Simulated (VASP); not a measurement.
# Ba in VASP: further runs

Ba is run at these levels: PBE; tasks: single point.

Everything below comes from runs of VASP 6.6.1. Logs are shortened: lines on timing, memory, paths and dates and some standing lists are left out, and cuts for length are marked.

### 1 The cell of the first run

It takes space group Im-3m (No. 229, cubic). Conventional cell: a = 4.945 Å, b = 4.945 Å, c = 4.945 Å, α = 90.00°, β = 90.00°, γ = 90.00°. Ba (site symmetry m-3m) has 14 Ba at 4.28 to 4.95 Å within 5.6 Å.

### 2 Single point, PBE (volume scaled by 0.96)

Contents of INCAR:

```
PREC = Accurate ; ENCUT = 520
EDIFF = 1E-6 ; ISMEAR = -1
SIGMA = 0.05 ; LREAL = F
LASPH = T ; NELM = 60
ALGO = Normal ; ISIF = 2
LWAVE = F ; LCHARG = F
GGA = PE ; NBANDS = 11
```

Contents of KPOINTS:

```
Automatic mesh
0
Gamma
  8 8 8
```

Contents of POSCAR:

```
Ba
1.0
   -2.4726242257      2.4726242257      2.4726242257
    2.4726242257     -2.4726242257      2.4726242257
    2.4726242257      2.4726242257     -2.4726242257
Ba
1
Direct
    0.0000000000      0.0000000000      0.0000000000
```

Potentials or basis: VASP PAW PBE potentials, release 64 (Ba_sv).

The run is started by

```console
$ cat potpaw_PBE.64/Ba_sv/POTCAR > POTCAR
$ mpirun -np 1 vasp_std > vasp.out
```

OUTCAR:

```text
PREC = Accurate
   ENCUT = 520
   EDIFF = 1E-6
   ISMEAR = -1
   LREAL = F
   LASPH = T
   NELM = 60
   ISIF = 2
   GGA = PE

 ion  position               nearest neighbor table
   1  0.000  0.000  0.000-

  LATTYP: Found a body centered cubic cell.
 ALAT       =     4.9452484514

  Lattice vectors:

 A1 = (  -2.4726242257,   2.4726242257,   2.4726242257)
 A2 = (   2.4726242257,  -2.4726242257,   2.4726242257)
 A3 = (   2.4726242257,   2.4726242257,  -2.4726242257)

Analysis of symmetry for initial positions (statically):
=====================================================================
 Subroutine PRICEL returns:
 Original cell was already a primitive cell.

 Routine SETGRP: Setting up the symmetry group for a
 body centered cubic supercell.

 Subroutine GETGRP returns: Found 48 space group operations
 (whereof 48 operations were pure point group operations)
 out of a pool of 48 trial point group operations.

The static configuration has the point symmetry O_h .

Analysis of symmetry for dynamics (positions and initial velocities):
=====================================================================
 Subroutine PRICEL returns:
 Original cell was already a primitive cell.

 Routine SETGRP: Setting up the symmetry group for a
 body centered cubic supercell.

 Subroutine GETGRP returns: Found 48 space group operations
 (whereof 48 operations were pure point group operations)
 out of a pool of 48 trial point group operations.

The dynamic configuration has the point symmetry O_h .

 Subroutine INISYM returns: Found 48 space group operations
 (whereof 48 operations are pure point group operations),
 and found     1 'primitive' translations

----------------------------------------------------------------------------------------

                                     Primitive cell

  volume of cell :      60.4692

  direct lattice vectors                    reciprocal lattice vectors
    -2.472624226  2.472624226  2.472624226     0.000000000  0.202214309  0.202214309
     2.472624226 -2.472624226  2.472624226     0.202214309  0.000000000  0.202214309
     2.472624226  2.472624226 -2.472624226     0.202214309  0.202214309  0.000000000

  length of vectors
     4.282710787  4.282710787  4.282710787     0.285974219  0.285974219  0.285974219

  position of ions in fractional coordinates (direct lattice)
     0.000000000  0.000000000  0.000000000

  ion indices of the primitive-cell ions
   primitive index   ion index
                 1           1

----------------------------------------------------------------------------------------

 KPOINTS: Automatic mesh

Automatic generation of k-mesh.
 Grid dimensions read from file:
 generate k-points for:    8    8    8

 Generating k-lattice:

  Cartesian coordinates                     Fractional coordinates (reciprocal lattice)
     0.000000000  0.025276789  0.025276789     0.125000000  0.000000000  0.000000000
     0.025276789  0.000000000  0.025276789     0.000000000  0.125000000  0.000000000
     0.025276789  0.025276789  0.000000000     0.000000000  0.000000000  0.125000000

  Length of vectors
     0.035746777  0.035746777  0.035746777

  Shift w.r.t. Gamma in fractional coordinates (k-lattice)
     0.000000000  0.000000000  0.000000000

 Subroutine IBZKPT returns following result:
 ===========================================

 Found     29 irreducible k-points:

 Following reciprocal coordinates:
            Coordinates               Weight
  0.000000  0.000000  0.000000      1.000000
  0.125000  0.000000  0.000000     12.000000
  0.250000  0.000000  0.000000     12.000000
  0.375000  0.000000  0.000000     12.000000
  0.500000  0.000000  0.000000      6.000000
  0.125000  0.125000  0.000000     24.000000
[... 16 lines left out ...]
 -0.250000  0.250000  0.250000      6.000000
 -0.375000  0.375000  0.250000     24.000000
 [... further k-points ...]
   k-points           NKPTS =     29   k-points in BZ     NKDIM =     29   number of bands    NBANDS=     11
   number of dos      NEDOS =    301   number of ions     NIONS =      1
   total plane-waves  NPLWV =  32768
   dimension x,y,z NGX =    32 NGY =   32 NGZ =   32
   dimension x,y,z NGXF=    64 NGYF=   64 NGZF=   64
   ions per type =               1
   NGX,Y,Z   is equivalent  to a cutoff of  12.42, 12.42, 12.42 a.u.
   NGXF,Y,Z  is equivalent  to a cutoff of  24.84, 24.84, 24.84 a.u.
 SYSTEM =  unknown system
   PREC   = accura    normal or accurate (medium, high low for compatibility)
   ISTART =      0    job   : 0-new  1-cont  2-samecut
   ICHARG =      2    charge: 1-file 2-atom 10-const
   ISPIN  =      1    spin polarized calculation?
   LNONCOLLINEAR =      F non collinear calculations
   LSORBIT =      F    spin-orbit coupling
   LASPH  =      T    aspherical Exc in radial PAW
   ENCUT  =  520.0 eV  38.22 Ry    6.18 a.u.   7.96  7.96  7.96*2*pi/ulx,y,z
   NELM   =     60;   NELMIN=  2; NELMDL= -5     # of ELM steps
   EDIFF  = 0.1E-05   stopping-criterion for ELM
   LREAL  =      F    real-space projection
   EDIFFG = 0.1E-04   stopping-criterion for IOM
   NSW    =      0    number of steps for IOM
   IBRION =     -1    ionic relax: 0-MD 1-quasi-New 2-CG
   NFREE  =      0    steps in history (QN), initial steepest desc. (CG)
   ISIF   =      2    stress and relaxation
   ISYM   =      2    0-nonsym 1-usesym 2-fastsym
   POTIM  = 0.5000    time-step for ionic-motion
   TEBEG  =    0.0;   TEEND  =   0.0 temperature during run
   PSTRESS=    0.0 pullay stress
   NELECT =      10.0000    total number of electrons
   NUPDOWN=      -1.0000    fix difference up-down
   EMIN   =  10.00;   EMAX   =-10.00  energy-range for DOS
   EFERMI =   0.00;   METHOD = LEGACY
   ISMEAR =    -1;   SIGMA  =   0.05  broadening in eV -4-tet -1-fermi 0-gaus
   EFERMI_NEDOS =   21; number of points for ismear=-14 and -15
   IALGO  =     38    algorithm
   IMIX   =      4    mixing-type and parameters
     AMIX     =   0.40;   BMIX     =  1.00
     AMIX_MAG =   1.60;   BMIX_MAG =  1.00
  volume/ion in A,a.u.               =      60.47       408.07
  Fermi-wavevector in a.u.,A,eV,Ry     =   0.898594  1.698096 10.986306  0.807471
  Thomas-Fermi vector in A             =   2.021322
   LORBIT       =      0    0 simple, 1 ext, 2 COOP (PROOUT), +10 PAW based schemes
   GGA     = PE    functional components
   LHFCALC =     F    Hartree Fock is set to
   AEXX    =    0.0000 exact exchange contribution
   IVDW    =     0    specifies the selected vdW correction
   LEPSILON=     F    determine dielectric tensor
   LRPA    =     F    only Hartree local field effects (RPA)
 non-spin polarized calculation
  energy-cutoff  :      520.00
  volume of cell :       60.47
 maximum number of plane-waves:      1647
   NGX = 15   NGY = 15   NGZ = 15

 number of electron      10.0000000 magnetization

 number of electron       9.9999999 magnetization

 Free energy of the ion-electron system (eV)
  ---------------------------------------------------
  ext. energy  EPLUGINS =         0.00000000
  ---------------------------------------------------
  free energy    TOTEN  =        -1.91270285 eV

  energy without entropy =       -1.90531089  energy(sigma->0) =       -1.90900687

 E-fermi :   1.7563     XC(G=0):  -7.5406

 val. band max:        1.6720007344   @ k =  -0.3750   0.5000   0.2500
 cond. band min:       1.9262820104   @ k =   0.2500   0.2500   0.1250
 fundamental gap:      0.2542812760
 Fermi energy:         1.7562655043

 k-point     1 :       0.0000    0.0000    0.0000
  band No.  band energies     occupation
      1     -27.0320      2.00000
      2     -11.9567      2.00000
      3     -11.9567      2.00000
      4     -11.9567      2.00000
      5      -0.9847      2.00000
      6       3.6616      0.00000
      7       3.6616      0.00000
      8       3.6616      0.00000
      9       5.1172      0.00000
     10       5.1172      0.00000
     11       8.8400      0.00000

 k-point     2 :       0.1250    0.0000    0.0000
  band No.  band energies     occupation
      1     -27.0245      2.00000
      2     -12.0392      2.00000
      3     -11.9818      2.00000
      4     -11.9573      2.00000
      5      -0.6838      2.00000
      6       3.4251      0.00000
      7       3.5014      0.00000
      8       3.9731      0.00000
      9       4.8159      0.00000
     10       5.1025      0.00000
     11       9.1631      0.00000

 k-point     3 :       0.2500    0.0000    0.0000
  band No.  band energies     occupation
      1     -27.0062      2.00000
      2     -12.2297      2.00000
      3     -12.0416      2.00000
      4     -11.9587      2.00000
      5       0.0640      2.00000
      6       2.9667      0.00000
      7       2.9731      0.00000
      8       4.8688      0.00000
      9       4.8705      0.00000
     10       5.1757      0.00000
     11       9.2196      0.00000

 k-point     4 :       0.3750    0.0000    0.0000
  band No.  band energies     occupation
      1     -26.9878      2.00000
      2     -12.4092      2.00000
      3     -12.1000      2.00000
      4     -11.9603      2.00000
      5       0.7218      2.00000
      6       2.6033      0.00000
      7       2.8578      0.00000
      8       5.1250      0.00000
      9       5.4541      0.00000
     10       6.2101      0.00000
     11       8.1587      0.00000
[... 239 lines left out ...]
 k-point    22 :       0.2500    0.2500    0.2500
  band No.  band energies     occupation
      1     -26.9766      2.00000
      2     -12.2212      2.00000
      3     -12.2212      2.00000
      4     -12.2212      2.00000
      5       2.3439      0.00002
      6       2.3439      0.00002
      7       2.3439      0.00002
      8       5.8107      0.00000
      9       5.8107      0.00000
     10       5.8159      0.00000
     11       8.8150      0.00000

 k-point    23 :      -0.2500    0.2500    0.2500
  band No.  band energies     occupation
      1     -26.9837      2.00000
      2     -12.2404      2.00000
      3     -12.1339      2.00000
      4     -12.1339      2.00000
      5       0.9275      2.00000
      6       2.5207      0.00000
      7       3.7170      0.00000
      8       3.7170      0.00000
      9       4.8225      0.00000
     10       5.5593      0.00000
     11       8.9669      0.00000

 k-point    24 :      -0.3750    0.3750    0.2500
  band No.  band energies     occupation
      1     -26.9677      2.00000
      2     -12.3468      2.00000
      3     -12.1971      2.00000
      4     -12.1502      2.00000
      5       1.4593      1.99475
      6       1.9943      0.01696
      7       3.7215      0.00000
      8       3.9590      0.00000
      9       5.4949      0.00000
     10       5.8877      0.00000
     11       9.2108      0.00000

 [... further k-points ...]
[... 5 lines left out ...]
  --------------------------------------------------------------------------------------
  -------------------------------------------------------------------------------------
  Total        0.1668700      0.1668700      0.1668700      0.0000000     -0.0000000     -0.0000000
  in kB        4.4213459      4.4213459      4.4213459      0.0000000     -0.0000000     -0.0000000
  external PRESSURE =       4.4213459 kB  Pullay stress =       0.0000000 kB

 VOLUME and BASIS-vectors are now :
 -----------------------------------------------------------------------------
  energy-cutoff  :      520.00
  volume of cell :       60.47
      direct lattice vectors                 reciprocal lattice vectors
    -2.472624226  2.472624226  2.472624226     0.000000000  0.202214309  0.202214309
     2.472624226 -2.472624226  2.472624226     0.202214309  0.000000000  0.202214309
     2.472624226  2.472624226 -2.472624226     0.202214309  0.202214309  0.000000000

 POSITION                                       TOTAL-FORCE (eV/Angst)
 -----------------------------------------------------------------------------------
      0.00000      0.00000      0.00000        -0.000000      0.000000      0.000000
 -----------------------------------------------------------------------------------
    total drift:                                0.000000      0.000000      0.000000

  FREE ENERGIE OF THE ION-ELECTRON SYSTEM (eV)
  ---------------------------------------------------
  free  energy   TOTEN  =        -1.9127028472 eV

  energy  without entropy=       -1.9053108937  energy(sigma->0) =       -1.90900687
```

Run time: 13 s. Hardware: 1 thread of Intel Xeon Platinum 8488C (Sapphire Rapids), shared host; peak memory 0.17 GiB.

Results:

| Property | Result |
| --- | --- |
| Free energy | -1.9127 eV |
| Pressure | 0.4 GPa |
| Band gap on the k mesh | zero (band 5 reaches 2.34 eV, above the bottom of band 6 at 1.18 eV) |

Levels at points of the mesh, in eV from the Fermi level:
| k point | band 3 | band 4 | band 5 | band 6 | band 7 | band 8 |
| --- | --- | --- | --- | --- | --- | --- |
| (0.00, 0.00, 0.00) | -13.71 | -13.71 | -2.74 | 1.91 | 1.91 | 1.91 |
| (0.50, 0.00, 0.00) | -13.88 | -13.72 | -0.89 | 0.71 | 1.41 | 3.35 |
| (0.50, 0.50, 0.50) | -14.07 | -14.07 | -0.58 | -0.58 | 4.59 | 4.59 |

Caveat: spin-orbit coupling is left out, which moves the levels of the heavy elements.

### 3 Single point, PBE (the cell strained at random)

Contents of INCAR:

```
ALGO = Fast
EDIFF = 1E-6
ENCUT = 520
GGA = PE
ISIF = 2
ISMEAR = -1
LASPH = True
LCHARG = False
LREAL = False
LWAVE = False
NBANDS = 11
NELM = 60
PREC = Accurate
SIGMA = 0.05
```

Contents of KPOINTS:

```
k-points
0
Gamma
  8 8 8
```

Contents of POSCAR:

```
Ba
1.0
   -2.4717600000      2.4776470000      2.4485140000
    2.5653110000     -2.5280200000      2.5924380000
    2.4506570000      2.5069170000     -2.4988870000
Ba
1
Direct
   -0.0010750000      0.0047450000     -0.0114680000
```

Potentials or basis: VASP PAW PBE potentials, release 64 (Ba_sv).

The run is started by

```console
$ cat potpaw_PBE.64/Ba_sv/POTCAR > POTCAR
$ mpirun -np 1 vasp_std > vasp.out
```

It took 2.5 min on 1 thread of Intel Xeon Platinum 8488C (Sapphire Rapids), shared host; peak memory 0.32 GiB.

Results (log left out):

| Property | Result |
| --- | --- |
| Free energy | -1.9124 eV |
| Pressure | 0.0 GPa |
| Band gap on the k mesh | zero (band 5 reaches 2.08 eV, above the bottom of band 6 at 1.11 eV) |

Stress tensor (GPa, compression positive):
```
 0.04  0.07 -0.41
 0.07  0.09  0.21
-0.41  0.21  0.01
```

Levels at points of the mesh, in eV from the Fermi level:
| k point | band 3 | band 4 | band 5 | band 6 | band 7 | band 8 |
| --- | --- | --- | --- | --- | --- | --- |
| (0.00, 0.00, 0.00) | -13.82 | -13.81 | -2.73 | 1.71 | 1.77 | 2.03 |
| (0.50, 0.00, 0.00) | -13.98 | -13.82 | -0.86 | 0.71 | 1.34 | 3.17 |
| (0.00, 0.50, 0.00) | -13.94 | -13.81 | -0.91 | 0.71 | 1.13 | 3.29 |
| (0.50, 0.50, 0.00) | -13.96 | -13.82 | -0.87 | 0.67 | 1.26 | 3.29 |
| (0.00, 0.00, 0.50) | -13.98 | -13.82 | -0.87 | 0.67 | 1.31 | 3.25 |
| (0.50, 0.00, 0.50) | -13.99 | -13.83 | -0.85 | 0.77 | 1.37 | 3.06 |
| (0.00, 0.50, 0.50) | -13.95 | -13.82 | -0.89 | 0.69 | 1.21 | 3.28 |
| (0.50, 0.50, 0.50) | -14.14 | -14.10 | -0.53 | -0.52 | 4.25 | 4.43 |

Caveat: the cell differs from its parent crystal (the cell strained at random); spin-orbit coupling is left out, which moves the levels of the heavy elements.
